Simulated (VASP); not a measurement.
A run of VASP 6.6.1 is set up as follows.

File INCAR:

```
ALGO = Normal ; EDIFF = 1E-6
ENCUT = 520 ; GGA = PE
ISIF = 2 ; ISMEAR = 0
LASPH = T ; LCHARG = F
LREAL = F ; LWAVE = F
NBANDS = 34 ; NELM = 80
PREC = Accurate ; SIGMA = 0.1
```

KPOINTS

```
k-points
0
Gamma
  6 6 4
```

Contents of POSCAR:

```
Ge3P2
1.0
    4.3182873679      0.0000000000      0.0000000000
   -2.1591436839      3.7397465614      0.0000000000
    0.0000000000      0.0000000000      5.2139337637
Ge P
3 2
Direct
    0.0000000000      0.0000000000      0.0000000000
    0.3333333333      0.6666666667      0.6250000000
    0.6666666667      0.3333333333      0.3750000000
    0.3333333333      0.6666666667      0.1380000000
    0.6666666667      0.3333333333      0.8620000000
```

Potentials or basis: VASP PAW PBE potentials, release 64 (Ge_d, P).

Command:

```sh
$ cat potpaw_PBE.64/Ge_d/POTCAR potpaw_PBE.64/P/POTCAR > POTCAR
$ mpirun -np 1 vasp_std > vasp.out
```

Task: Estimate the largest force.

Result: 0.703 eV/Å.

Task: Predict the band gap on the k mesh.

Result: Zero (bands 26 and 27 overlap by 3.46 eV).

Task: Estimate the pressure.

Result: 11.4 GPa.

Forces on the atoms (eV/Å):
```
Ge   0.000  0.000  0.000
Ge   0.000  0.000 -0.024
Ge   0.000  0.000  0.024
P    0.000  0.000  0.703
P    0.000  0.000 -0.703
```

Caveat: the cell stands under pressure.
